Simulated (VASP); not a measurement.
# Al4Co (P-6m2) in VASP: relaxation of cell and atoms with PBE

Aim: the relaxation of cell and atoms of Al4Co with PBE.

Everything below comes from runs of VASP 6.6.1. Logs are shortened: lines on timing, memory, paths and dates and some standing lists are left out, and cuts for length are marked.

## (1) The cell of the first run

Symmetry: P-6m2, No. 187, hexagonal system. Conventional cell: a = 5.842 Å, b = 5.842 Å, c = 5.838 Å, α = 90.00°, β = 90.00°, γ = 120.00°. Within 4.5 Å of Al (site symmetry -6m2) lie 18 Al at 3.29 to 4.46 Å and 9 Co at 3.37 to 4.46 Å. Within 3.3 Å of Al (site symmetry m) lie 2 Co at 2.09 to 2.37 Å and 9 Al at 2.31 to 3.29 Å. Within 3.1 Å of Al (site symmetry -6m2) lie 6 Al at 2.31 Å and 2 Co at 2.92 Å. Co (site symmetry -6m2) has 6 Al at 2.09 Å within 2.8 Å. Co (site symmetry -6m2) has 8 Al at 2.37 to 2.92 Å within 3.1 Å.

The cell was generated, and may not be a known phase.

## (2) Relaxation of cell and atoms, PBE, collinear spin, ferromagnetic start

File INCAR:

```
PREC     = Accurate       # precision mode
ENCUT    = 600            # plane-wave cutoff, eV
EDIFF    = 1E-6           # SCF threshold, eV
ISMEAR   = 0              # smearing method
SIGMA    = 0.2            # smearing width, eV
LREAL    = F              # projectors in reciprocal space
LASPH    = T              # aspherical terms in the spheres
NELM     = 150            # most SCF steps
ALGO     = Normal         # electronic algorithm
ISIF     = 3              # what is computed and relaxed
LWAVE    = F              # write WAVECAR
LCHARG   = F              # write CHGCAR
ISPIN    = 2              # spin polarisation
MAGMOM   = 0 0 0 0 0 0 0 0 3 3 # initial moments
LORBIT   = 11             # projections on sites
LMAXMIX  = 4              # l up to which the mixer works
GGA      = PE             # functional
IBRION   = 2              # ionic algorithm
NSW      = 36             # ionic steps
EDIFFG   = -0.08          # ionic threshold
```

File KPOINTS:

```
Automatic mesh
0
Gamma
  3 3 3
```

File POSCAR:

```
Al4Co
1.0
    5.8415957700      0.0000000000      0.0000000000
   -2.9207978900      5.0589703400      0.0000000000
    0.0000000000      0.0000000000      5.8382886900
Al Co
8 2
Direct
    0.6666666700      0.3333333300      0.0000000000
    0.1524960400      0.8475039600      0.2576387700
    0.1524960400      0.3049920800      0.2576387700
    0.6950079200      0.8475039600      0.2576387700
    0.1524960400      0.8475039600      0.7423612300
    0.1524960400      0.3049920800      0.7423612300
    0.6950079200      0.8475039600      0.7423612300
    0.3333333300      0.6666666700      0.5000000000
    0.0000000000      0.0000000000      0.5000000000
    0.3333333300      0.6666666700      0.0000000000
```

Potentials or basis: VASP PAW PBE potentials, release 64 (Al, Co).

The run is started by

```
cat potpaw_PBE.64/Al/POTCAR potpaw_PBE.64/Co/POTCAR > POTCAR
mpirun -np 1 vasp_std > vasp.out
```

OUTCAR:

```text
PREC = Accurate
   ENCUT = 600
   EDIFF = 1E-6
   ISMEAR = 0
   LREAL = F
   LASPH = T
   NELM = 150
   ISIF = 3
   ISPIN = 2
   LORBIT = 11
   GGA = PE
   IBRION = 2
   NSW = 36
   EDIFFG = -0.08

 ion  position               nearest neighbor table
   1  0.667  0.333  0.000-   3 3.29   6 3.29   4 3.29   7 3.29   2 3.29   5 3.29   2 3.29   5 3.29
                             3 3.29   6 3.29   4 3.29   7 3.29
   2  0.152  0.848  0.258-   9 2.09   8 2.31  10 2.37   4 2.67   3 2.67   5 2.83   5 3.01   4 3.17
                             3 3.17   1 3.29   1 3.29
   3  0.152  0.305  0.258-   9 2.09   8 2.31  10 2.37   4 2.67   2 2.67   6 2.83   6 3.01   4 3.17
                             2 3.17   1 3.29   1 3.29
   4  0.695  0.848  0.258-   9 2.09   8 2.31  10 2.37   2 2.67   3 2.67   7 2.83   7 3.01   2 3.17
                             3 3.17   1 3.29   1 3.29
   5  0.152  0.848  0.742-   9 2.09   8 2.31  10 2.37   7 2.67   6 2.67   2 2.83   2 3.01   7 3.17
                             6 3.17   1 3.29   1 3.29
   6  0.152  0.305  0.742-   9 2.09   8 2.31  10 2.37   7 2.67   5 2.67   3 2.83   3 3.01   7 3.17
                             5 3.17   1 3.29   1 3.29
   7  0.695  0.848  0.742-   9 2.09   8 2.31  10 2.37   5 2.67   6 2.67   4 2.83   4 3.01   5 3.17
                             6 3.17   1 3.29   1 3.29
   8  0.333  0.667  0.500-   2 2.31   5 2.31   4 2.31   7 2.31   6 2.31   3 2.31  10 2.92  10 2.92

   9  0.000  0.000  0.500-   4 2.09   7 2.09   5 2.09   2 2.09   6 2.09   3 2.09
  10  0.333  0.667  0.000-   2 2.37   5 2.37   4 2.37   7 2.37   6 2.37   3 2.37   8 2.92   8 2.92

  LATTYP: Found a hexagonal cell.
 ALAT       =     5.8415957700
 C/A-ratio  =     0.9994338739

  Lattice vectors:

 A1 = (   5.8415957700,   0.0000000000,   0.0000000000)
 A2 = (  -2.9207978900,   5.0589703400,   0.0000000000)
 A3 = (   0.0000000000,   0.0000000000,   5.8382886900)

Analysis of symmetry for initial positions (statically):
=====================================================================
 Subroutine PRICEL returns:
 Original cell was already a primitive cell.

 Routine SETGRP: Setting up the symmetry group for a
 hexagonal supercell.

 Subroutine GETGRP returns: Found 12 space group operations
 (whereof 12 operations were pure point group operations)
 out of a pool of 24 trial point group operations.

The static configuration has the point symmetry D_3h.

Analysis of symmetry for dynamics (positions and initial velocities):
=====================================================================
 Subroutine PRICEL returns:
 Original cell was already a primitive cell.

 Routine SETGRP: Setting up the symmetry group for a
 hexagonal supercell.

 Subroutine GETGRP returns: Found 12 space group operations
 (whereof 12 operations were pure point group operations)
[... 156 lines left out ...]

 Free energy of the ion-electron system (eV)
  ---------------------------------------------------
  ext. energy  EPLUGINS =         0.00000000
  ---------------------------------------------------
  free energy    TOTEN  =       -38.72283614 eV

  energy without entropy =      -38.52267840  energy(sigma->0) =      -38.62275727

------------------------ aborting loop because EDIFF is reached ----------------------------------------

  FORCE on cell =-STRESS in cart. coord.  units (eV):
  Direction    XX          YY          ZZ          XY          YZ          ZX
  --------------------------------------------------------------------------------------
  -------------------------------------------------------------------------------------
  Total       18.6815342     18.6815343     21.3023616     -0.0000000     -0.0000000      0.0000000
  in kB      173.4778066    173.4778069    197.8149606     -0.0000002     -0.0000000      0.0000000
  external PRESSURE =     181.5901913 kB  Pullay stress =       0.0000000 kB
[... 115 lines left out ...]
  FREE ENERGIE OF THE ION-ELECTRON SYSTEM (eV)
  ---------------------------------------------------
  free  energy   TOTEN  =       -41.4780991097 eV

  energy  without entropy=      -41.2877493816  energy(sigma->0) =      -41.38292425

[... ionic steps 4 to 7 ...]

--------------------------------------- Ionic step        8  -------------------------------------------

 number of electron      42.0000002 magnetization       0.0000008

 number of electron      42.0000002 magnetization      -0.0000012
[... 89 lines left out ...]
 number of electron      42.0000007 magnetization      -0.0000003

 number of electron      42.0000007 magnetization       0.0000003

 Free energy of the ion-electron system (eV)
  ---------------------------------------------------
  ext. energy  EPLUGINS =         0.00000000
  ---------------------------------------------------
  free energy    TOTEN  =       -42.13711821 eV

  energy without entropy =      -41.98108397  energy(sigma->0) =      -42.05910109

 E-fermi :   5.3803     XC(G=0):  -9.3334

 val. band max:        5.3689788709   @ k =   0.3333   0.0000   0.3333
 cond. band min:       5.3820161844   @ k =   0.0000   0.0000   0.0000
 fundamental gap:      0.0130373135
 Fermi energy:         5.3803031290

 spin component 1

 k-point     1 :       0.0000    0.0000    0.0000
  band No.  band energies     occupation
      1      -4.1565      1.00000
      2      -0.6541      1.00000
      3      -0.5745      1.00000
      4       0.4162      1.00000
      5       0.4657      1.00000
      6       0.4657      1.00000
[... 187 lines left out ...]
     29       8.7135      0.00000
     30       9.0254      0.00000
 Fermi energy:         5.3803031290

 spin component 2

 k-point     1 :       0.0000    0.0000    0.0000
  band No.  band energies     occupation
      1      -4.1565      1.00000
      2      -0.6541      1.00000
      3      -0.5745      1.00000
      4       0.4162      1.00000
      5       0.4657      1.00000
      6       0.4657      1.00000
[... 224 lines left out ...]
  FREE ENERGIE OF THE ION-ELECTRON SYSTEM (eV)
  ---------------------------------------------------
  free  energy   TOTEN  =       -42.1371182118 eV

  energy  without entropy=      -41.9810839699  energy(sigma->0) =      -42.05910109

 reached required accuracy - stopping structural energy minimisation

 total charge

# of ion       s       p       d       tot
------------------------------------------
    1        0.531   0.183   0.000   0.714
    2        0.443   0.369   0.000   0.813
    3        0.443   0.369   0.000   0.813
    4        0.443   0.369   0.000   0.813
    5        0.443   0.369   0.000   0.813
    6        0.443   0.369   0.000   0.813
    7        0.443   0.369   0.000   0.813
    8        0.439   0.348   0.000   0.786
    9        0.467   0.475   7.512   8.454
   10        0.479   0.486   7.536   8.501
--------------------------------------------------
tot          4.576   3.709  15.049  23.334

 magnetization (x)

# of ion       s       p       d       tot
------------------------------------------
    1       -0.000  -0.000   0.000  -0.000
    2        0.000  -0.000   0.000  -0.000
    3        0.000  -0.000   0.000  -0.000
    4        0.000  -0.000   0.000  -0.000
    5        0.000  -0.000   0.000  -0.000
    6        0.000  -0.000   0.000  -0.000
    7        0.000  -0.000   0.000  -0.000
    8       -0.000  -0.000   0.000  -0.000
    9        0.000  -0.000  -0.000  -0.000
   10       -0.000  -0.000  -0.000  -0.000
--------------------------------------------------
tot         -0.000  -0.000  -0.000  -0.000
```

OSZICAR:

```text
N       E                     dE             d eps       ncg     rms          rms(c)
DAV:   1     0.211895395078E+03    0.21190E+03   -0.17239E+04   720   0.137E+03
DAV:   2    -0.263659095693E+02   -0.23826E+03   -0.22740E+03   720   0.275E+02
[... 146 lines left out ...]
DAV:   4    -0.421383374439E+02   -0.65502E-02   -0.92945E-02  1024   0.255E+00    0.401E-01
DAV:   5    -0.421377068541E+02    0.63059E-03   -0.59298E-03  1016   0.111E+00    0.267E-01
DAV:   6    -0.421371371562E+02    0.56970E-03   -0.24613E-03  1016   0.636E-01    0.464E-02
DAV:   7    -0.421371206109E+02    0.16545E-04   -0.13083E-04   976   0.101E-01    0.213E-02
DAV:   8    -0.421371183410E+02    0.22699E-05   -0.12564E-05  1034   0.361E-02    0.798E-03
DAV:   9    -0.421371182118E+02    0.12920E-06   -0.15401E-06   484   0.122E-02
  10 F= -.42137118E+02 E0= -.42059101E+02  d E =-.313580E-02  mag=    -0.0000
```

CONTCAR:

```text
Al4Co
   1.00000000000000
     6.0992493952320554   -0.0000000002222691    0.0000000000000000
    -3.0496247030290524    5.2821049254890928   -0.0000000000000000
    -0.0000000000000000   -0.0000000000000000    6.1266776062520822
  Al              Co
     8     2
Direct
     0.6666666699999979    0.3333333300000021    1.0000000000000000
     0.1483487784728918    0.8516512215269946    0.2137618907790664
     0.1483487784729171    0.2966975569459155    0.2137618907790664
     0.7033024430541984    0.8516512215270828    0.2137618907790664
     0.1483487784728918    0.8516512215269946    0.7862381092209337
     0.1483487784729171    0.2966975569459155    0.7862381092209337
     0.7033024430541984    0.8516512215270828    0.7862381092209337
     0.3333333300000021    0.6666666699999979    0.5000000000000000
     1.0000000000000000    0.0000000000000000    0.5000000000000000
     0.3333333300000021    0.6666666699999979    1.0000000000000000

  0.00000000E+00  0.00000000E+00  0.00000000E+00
  0.00000000E+00  0.00000000E+00  0.00000000E+00
  0.00000000E+00  0.00000000E+00  0.00000000E+00
  0.00000000E+00  0.00000000E+00  0.00000000E+00
  0.00000000E+00  0.00000000E+00  0.00000000E+00
  0.00000000E+00  0.00000000E+00  0.00000000E+00
  0.00000000E+00  0.00000000E+00  0.00000000E+00
  0.00000000E+00  0.00000000E+00  0.00000000E+00
  0.00000000E+00  0.00000000E+00  0.00000000E+00
  0.00000000E+00  0.00000000E+00  0.00000000E+00
```

Run time: 30 min. Hardware: 1 thread of Intel Xeon 8259CL, shared host; peak memory 0.44 GiB.

What came out:

```yaml
Free_energy: -42.1371 eV
Relaxed_volume: 19.74 Å³/atom
Relaxed_cell: a = 6.099 Å, b = 6.099 Å, c = 6.127 Å, α = 90.00°, β = 90.00°, γ = 120.00°
Space_group_after_relaxing_to_0.1_Å: P-6m2 (No. 187)
Energy_gained_by_relaxing: 341.4 meV/atom
Ionic_steps: 10
Pressure_after_relaxing: 0.1 GPa
Largest_force_after_relaxing: 0.025 eV/Å
Band_gap_on_the_k_mesh: zero (filled and empty bands overlap)
Net_moment: 0.00 μB per cell
Valence_electrons_inside_the_program's_atomic_spheres: Al 0.71, 0.81, 0.79 (each value once); Co 8.45, 8.50
```

Forces on the atoms (eV/Å):
```
Al   0.000  0.000  0.000
Al   0.022 -0.013 -0.003
Al   0.000  0.025 -0.003
Al  -0.022 -0.013 -0.003
Al   0.022 -0.013  0.003
Al   0.000  0.025  0.003
Al  -0.022 -0.013  0.003
Al   0.000  0.000  0.000
Co   0.000  0.000  0.000
Co   0.000  0.000  0.000
```

The path:
```csv
step,energy change (eV),largest force (eV/Å),pressure (GPa),volume (Å³)
1,0.0000,3.2047,18.16,172.54
2,-2.4656,0.5941,-6.37,226.11
3,-2.7553,0.9687,-2.31,209.89
4,-3.0874,0.7673,-1.36,204.37
5,-3.2963,0.6793,2.18,193.32
6,-3.3219,0.5369,0.76,196.73
7,-3.3253,0.5464,1.12,195.88
8,-3.4107,0.1330,-0.16,198.34
9,-3.4111,0.1149,-0.26,198.54
10,-3.4143,0.0253,0.12,197.38
```

Final structure:
```
Al Co
1.0
     6.09925    0.00000    0.00000
    -3.04962    5.28210    0.00000
     0.00000    0.00000    6.12668
Al Co
8 2
Direct
  0.66667 0.33333 0.00000
  0.14835 0.85165 0.21376
  0.14835 0.29670 0.21376
  0.70330 0.85165 0.21376
  0.14835 0.85165 0.78624
  0.14835 0.29670 0.78624
  0.70330 0.85165 0.78624
  0.33333 0.66667 0.50000
  0.00000 0.00000 0.50000
  0.33333 0.66667 0.00000
```

Caveat: the k points lie up to 0.40 Å⁻¹ apart in the final cell; the moments typed at the start vanished in this run.
